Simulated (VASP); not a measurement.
Set up this calculation in VASP 6.6.1, as the native input.

```yaml
Task: single point
Functional: LDA
Potentials_or_basis: VASP PAW LDA potentials, release 64 (Al, Cu)
Cutoff: 520 eV
k_mesh: 10 × 10 × 10
Occupations: gaussian, width 0.15 eV
Spin: no spin polarisation
Dipole_correction: no
Further_INCAR_settings: ALGO = Fast; EDIFF = 1e-06; NBANDS = 18
```

The structure of Al3Cu lies in POSCAR:

```
Al3Cu
1.0
    3.5274077891      0.0000000000      0.0000000000
    0.0000000000      4.0925331723      0.0000000000
    0.0000000000      0.0000000000      3.9446985308
Al Cu
3 1
Direct
    0.0000000000      0.5000000000      0.5000000000
    0.5000000000      0.0000000000      0.5000000000
    0.5000000000      0.5000000000      0.0000000000
    0.0000000000      0.0000000000      0.0000000000
```

This cell differs from its parent crystal: strain +e along x and -e along y -0.0733, strain +e along z and -e/2 along x and y +0.0233.

These files were run (other wordings do the same):

INCAR

```
ALGO     = Fast           # electronic algorithm
EDIFF    = 1E-6           # SCF threshold, eV
ENCUT    = 520            # plane-wave cutoff, eV
ISIF     = 2              # what is computed and relaxed
ISMEAR   = 0              # smearing method
LASPH    = True           # aspherical terms in the spheres
LCHARG   = False          # write CHGCAR
LREAL    = False          # projectors in reciprocal space
LWAVE    = False          # write WAVECAR
NBANDS   = 18             # bands
NELM     = 80             # most SCF steps
PREC     = Accurate       # precision mode
SIGMA    = 0.15           # smearing width, eV
```

KPOINTS

```
k-points
0
Gamma
  10 10 10
```

Potentials or basis: VASP PAW LDA potentials, release 64 (Al, Cu).

Run with:

```console
$ cat potpaw_LDA.64/Al/POTCAR potpaw_LDA.64/Cu/POTCAR > POTCAR
$ mpirun -np 1 vasp_std > vasp.out
```

Results of the run:

```
Pressure               : 1.6 GPa
Band gap on the k mesh : zero (band 10 reaches 11.19 eV, above the bottom of band 11 at 6.56 eV)
```

Caveat: the cell differs from its parent crystal (strain +e along x and -e along y -0.0733, strain +e along z and -e/2 along x and y +0.0233).

It took 3.1 min on 1 thread of Intel Xeon 6975P-C (shared host), peak memory 0.31 GiB.
